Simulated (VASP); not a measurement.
# WC (Fm-3m) in VASP: notebook

The runs below take WC through single point, with BLYP, PBE.

All numbers are computed with VASP 6.6.1; they aren't measurements. Logs are shortened: lines on timing, memory, paths and dates and some standing lists are left out, and cuts for length are marked.

**1. The cell of the first run**

Symmetry: Fm-3m, No. 225, cubic system. The conventional cell has a = 4.385 Å, b = 4.385 Å, c = 4.385 Å, α = 90.00°, β = 90.00°, γ = 90.00°. W (site symmetry m-3m) has 6 C at 2.19 Å within 2.9 Å. C (site symmetry m-3m) has 6 W at 2.19 Å within 2.9 Å.

**2. Single point, BLYP**

INCAR

```
SYSTEM = WC
PREC     = Accurate       ! precision mode
ENCUT    = 520            ! plane-wave cutoff, eV
EDIFF    = 1E-6           ! SCF threshold, eV
ISMEAR   = -1             ! smearing method
SIGMA    = 0.05           ! smearing width, eV
LREAL    = .False.        ! projectors in reciprocal space
LASPH    = .True.         ! aspherical terms in the spheres
NELM     = 100            ! most SCF steps
ALGO     = Normal         ! electronic algorithm
ISIF     = 2              ! what is computed and relaxed
LWAVE    = .False.        ! write WAVECAR
LCHARG   = .False.        ! write CHGCAR
GGA      = B5             ! functional
ALDAX    = 1.0          
AGGAX    = 1.0          
AGGAC    = 1.0          
ALDAC    = 0.0          
NBANDS   = 16             ! bands
```

KPOINTS

```
regular mesh
0
Gamma
  10 10 10
  0 0 0
```

POSCAR

```
WC
1.0
    0.0000000000      2.1926840000      2.1926840000
    2.1926840000      0.0000000000      2.1926840000
    2.1926840000      2.1926840000      0.0000000000
W C
1 1
Direct
    0.0000000000      0.0000000000      0.0000000000
    0.5000000000      0.5000000000      0.5000000000
```

Potentials or basis: VASP PAW PBE potentials, release 64 (W_sv, C).

Started as:

```sh
$ cat potpaw_PBE.64/W_sv/POTCAR potpaw_PBE.64/C/POTCAR > POTCAR
$ mpirun -np 1 vasp_std > vasp.out
```

OUTCAR:

```text
SYSTEM = WC
   PREC = Accurate
   ENCUT = 520
   EDIFF = 1E-6
   ISMEAR = -1
   LREAL = .False.
   LASPH = .True.
   NELM = 100
   ISIF = 2
   GGA = B5

 ion  position               nearest neighbor table
   1  0.000  0.000  0.000-   2 2.19   2 2.19   2 2.19   2 2.19   2 2.19   2 2.19
   2  0.500  0.500  0.500-   1 2.19   1 2.19   1 2.19   1 2.19   1 2.19   1 2.19

  LATTYP: Found a face centered cubic cell.
 ALAT       =     4.3853680000

  Lattice vectors:

 A1 = (   0.0000000000,   2.1926840000,   2.1926840000)
 A2 = (   2.1926840000,   0.0000000000,   2.1926840000)
 A3 = (   2.1926840000,   2.1926840000,   0.0000000000)

Analysis of symmetry for initial positions (statically):
=====================================================================
 Subroutine PRICEL returns:
 Original cell was already a primitive cell.

 Routine SETGRP: Setting up the symmetry group for a
 face centered cubic supercell.

 Subroutine GETGRP returns: Found 48 space group operations
 (whereof 48 operations were pure point group operations)
 out of a pool of 48 trial point group operations.

The static configuration has the point symmetry O_h .

Analysis of symmetry for dynamics (positions and initial velocities):
=====================================================================
 Subroutine PRICEL returns:
 Original cell was already a primitive cell.

 Routine SETGRP: Setting up the symmetry group for a
 face centered cubic supercell.

 Subroutine GETGRP returns: Found 48 space group operations
 (whereof 48 operations were pure point group operations)
 out of a pool of 48 trial point group operations.

The dynamic configuration has the point symmetry O_h .

 Subroutine INISYM returns: Found 48 space group operations
 (whereof 48 operations are pure point group operations),
 and found     1 'primitive' translations

----------------------------------------------------------------------------------------

                                     Primitive cell

  volume of cell :      21.0842

  direct lattice vectors                    reciprocal lattice vectors
     0.000000000  2.192684000  2.192684000    -0.228031034  0.228031034  0.228031034
     2.192684000  0.000000000  2.192684000     0.228031034 -0.228031034  0.228031034
     2.192684000  2.192684000  0.000000000     0.228031034  0.228031034 -0.228031034
[... 74 lines left out ...]
 SYSTEM =  WC
   PREC   = accura    normal or accurate (medium, high low for compatibility)
   ISTART =      0    job   : 0-new  1-cont  2-samecut
   ICHARG =      2    charge: 1-file 2-atom 10-const
   ISPIN  =      1    spin polarized calculation?
   LNONCOLLINEAR =      F non collinear calculations
   LSORBIT =      F    spin-orbit coupling
   LASPH  =      T    aspherical Exc in radial PAW
   ENCUT  =  520.0 eV  38.22 Ry    6.18 a.u.   5.77  5.77  5.77*2*pi/ulx,y,z
   NELM   =    100;   NELMIN=  2; NELMDL= -5     # of ELM steps
   EDIFF  = 0.1E-05   stopping-criterion for ELM
   LREAL  =      F    real-space projection
   EDIFFG = 0.1E-04   stopping-criterion for IOM
   NSW    =      0    number of steps for IOM
   IBRION =     -1    ionic relax: 0-MD 1-quasi-New 2-CG
   NFREE  =      0    steps in history (QN), initial steepest desc. (CG)
   ISIF   =      2    stress and relaxation
   ISYM   =      2    0-nonsym 1-usesym 2-fastsym
   POTIM  = 0.5000    time-step for ionic-motion
   TEBEG  =    0.0;   TEEND  =   0.0 temperature during run
   PSTRESS=    0.0 pullay stress
   NELECT =      18.0000    total number of electrons
   NUPDOWN=      -1.0000    fix difference up-down
   EMIN   =  10.00;   EMAX   =-10.00  energy-range for DOS
   EFERMI =   0.00;   METHOD = LEGACY
   ISMEAR =    -1;   SIGMA  =   0.05  broadening in eV -4-tet -1-fermi 0-gaus
   EFERMI_NEDOS =   21; number of points for ismear=-14 and -15
   IALGO  =     38    algorithm
   IMIX   =      4    mixing-type and parameters
     AMIX     =   0.40;   BMIX     =  1.00
     AMIX_MAG =   1.60;   BMIX_MAG =  1.00
  volume/ion in A,a.u.               =      10.54        71.14
  Fermi-wavevector in a.u.,A,eV,Ry     =   1.553029  2.934800 32.815887  2.411900
  Thomas-Fermi vector in A             =   2.657319
   LORBIT       =      0    0 simple, 1 ext, 2 COOP (PROOUT), +10 PAW based schemes
   GGA     = B5    functional components
   LHFCALC =     F    Hartree Fock is set to
   AEXX    =    0.0000 exact exchange contribution
   IVDW    =     0    specifies the selected vdW correction
   LEPSILON=     F    determine dielectric tensor
   LRPA    =     F    only Hartree local field effects (RPA)
 non-spin polarized calculation
  energy-cutoff  :      520.00
  volume of cell :       21.08
 maximum number of plane-waves:       588
   NGX = 11   NGY = 11   NGZ = 11

 number of electron      18.0000001 magnetization

 Free energy of the ion-electron system (eV)
  ---------------------------------------------------
  ext. energy  EPLUGINS =         0.00000000
  ---------------------------------------------------
  free energy    TOTEN  =       -19.13706182 eV

  energy without entropy =      -19.13062118  energy(sigma->0) =      -19.13384150

 E-fermi :  12.9340     XC(G=0): -13.0063

 val. band max:       12.8432665430   @ k =   0.3000   0.2000   0.1000
 cond. band min:      12.9657319102   @ k =  -0.1000   0.1000   0.0000
 fundamental gap:      0.1224653672
 Fermi energy:        12.9340269313

 k-point     1 :       0.0000    0.0000    0.0000
  band No.  band energies     occupation
      1     -62.1429      2.00000
      2     -26.3988      2.00000
      3     -26.3988      2.00000
      4     -26.3988      2.00000
      5      -2.7185      2.00000
      6      10.1910      2.00000
[... 433 lines left out ...]
      3     -26.5766      2.00000
      4     -26.5589      2.00000
      5      -0.3775      2.00000
      6       5.9996      2.00000
[... 8 lines left out ...]
     15      24.8211      0.00000
     16      28.6010      0.00000

 [... further k-points ...]
[... 5 lines left out ...]
  --------------------------------------------------------------------------------------
  -------------------------------------------------------------------------------------
  Total        1.8174808      1.8174808      1.8174808     -0.0000000      0.0000000      0.0000000
  in kB      138.1090946    138.1090946    138.1090946     -0.0000000      0.0000000      0.0000000
  external PRESSURE =     138.1090946 kB  Pullay stress =       0.0000000 kB

 VOLUME and BASIS-vectors are now :
 -----------------------------------------------------------------------------
  energy-cutoff  :      520.00
  volume of cell :       21.08
      direct lattice vectors                 reciprocal lattice vectors
     0.000000000  2.192684000  2.192684000    -0.228031034  0.228031034  0.228031034
     2.192684000  0.000000000  2.192684000     0.228031034 -0.228031034  0.228031034
     2.192684000  2.192684000  0.000000000     0.228031034  0.228031034 -0.228031034

 POSITION                                       TOTAL-FORCE (eV/Angst)
 -----------------------------------------------------------------------------------
      0.00000      0.00000      0.00000         0.000000      0.000000      0.000000
      2.19268      2.19268      2.19268         0.000000      0.000000      0.000000
 -----------------------------------------------------------------------------------
    total drift:                                0.000000     -0.000000     -0.000000

  FREE ENERGIE OF THE ION-ELECTRON SYSTEM (eV)
  ---------------------------------------------------
  free  energy   TOTEN  =       -19.1370618216 eV

  energy  without entropy=      -19.1306211761  energy(sigma->0) =      -19.13384150
```

It took 21 s on 1 thread of Intel Xeon Platinum 8259CL at 2.50GHz (Skylake/Cascade Lake), shared host; peak memory 0.14 GiB.

What came out:

```
Free energy            : -19.1371 eV
Pressure               : 13.8 GPa
Band gap on the k mesh : zero (band 9 reaches 13.88 eV, above the bottom of band 10 at 10.78 eV)
```

Caveat: the PAW data sets were made with another functional, which shifts forces and pressure a little; spin-orbit coupling is left out, which moves the levels of the heavy elements.

**3. Single point, PBE**

INCAR

```
SYSTEM = WC
PREC     = Accurate       ! precision mode
ENCUT    = 520            ! plane-wave cutoff, eV
EDIFF    = 1E-6           ! SCF threshold, eV
ISMEAR   = 0              ! smearing method
SIGMA    = 0.012          ! smearing width, eV
LREAL    = .False.        ! projectors in reciprocal space
LASPH    = .True.         ! aspherical terms in the spheres
NELM     = 100            ! most SCF steps
ALGO     = Normal         ! electronic algorithm
ISIF     = 2              ! what is computed and relaxed
LWAVE    = .False.        ! write WAVECAR
LCHARG   = .False.        ! write CHGCAR
GGA      = PE             ! functional
NBANDS   = 16             ! bands
```

KPOINTS

```
Automatic mesh
0
Gamma
  10 10 10
  0 0 0
```

POSCAR is that of step 2.

Potentials or basis: VASP PAW PBE potentials, release 64 (W_sv, C).

Started as:

```sh
$ cat potpaw_PBE.64/W_sv/POTCAR potpaw_PBE.64/C/POTCAR > POTCAR
$ mpirun -np 1 vasp_std > vasp.out
```

It took 14 s on 1 thread of Intel Xeon Platinum 8259CL at 2.50GHz (Skylake/Cascade Lake), shared host; peak memory 0.15 GiB.

Results (log left out):

```yaml
Free_energy: -21.5679 eV
Pressure: -0.7 GPa
Band_gap_on_the_k_mesh: zero (band 9 reaches 13.45 eV, above the bottom of band 10 at 10.27 eV)
```

Levels at points of the mesh, in eV from the Fermi level:
```
           k point  band 7  band 8  band 9  band 10  band 11  band 12
(0.00, 0.00, 0.00)   -2.84   -2.84   -1.16    -1.16    -1.16    -1.05
(0.50, 0.00, 0.00)   -6.67   -6.67    0.95     0.95     2.24     4.83
(0.50, 0.50, 0.00)   -5.69   -2.60   -2.60     0.76     2.18     2.18
```

Caveat: spin-orbit coupling is left out, which moves the levels of the heavy elements.

[end of part 1 of 2]
